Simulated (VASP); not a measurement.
Li:

```xyz
1
Lattice="-1.7547 1.7547 1.7547 1.7547 -1.7547 1.7547 1.7547 1.7547 -1.7547" Properties=species:S:1:pos:R:3 pbc="T T T"
Li    0.0000    0.0000    0.0000
```

```yaml
Program: VASP 6.6.1
Task: relaxation of volume and atoms at fixed shape
Functional: PBEsol
Potentials_or_basis: VASP PAW PBE potentials, release 64 (Li_sv)
Cutoff: 600 eV
k_mesh: 10 × 10 × 10
Occupations: methfessel-paxton, width 0.1 eV
Spin: no spin polarisation
```

At the start: pressure -0.9 GPa; volume 21.61 Å³/atom.

Problem. Where does the relaxation end?

Solution. Over 3 steps the energy falls by 4.4 meV/atom and the volume is 20.22 Å³/atom (-6.4 %); space group Im-3m (No. 229, to 0.1 Å) before and after.

Step by step:
```csv
step,energy change (eV),largest force (eV/Å),pressure (GPa),volume (Å³)
1,0.0000,0.0000,-0.88,21.61
2,-0.0018,0.0000,-0.69,21.24
3,-0.0044,0.0000,-0.10,20.22
```

Final structure:
```
Li
1.0
    -1.71624    1.71624    1.71624
     1.71624   -1.71624    1.71624
     1.71624    1.71624   -1.71624
Li
1
Direct
  0.00000 0.00000 0.00000
```

Caveat: the cutoff is under 1.25 times the usual one of these potentials, so pressure, stress and relaxed cells hold a basis-set (Pulay) error; the PAW data sets were made with another functional, which shifts forces and pressure a little.
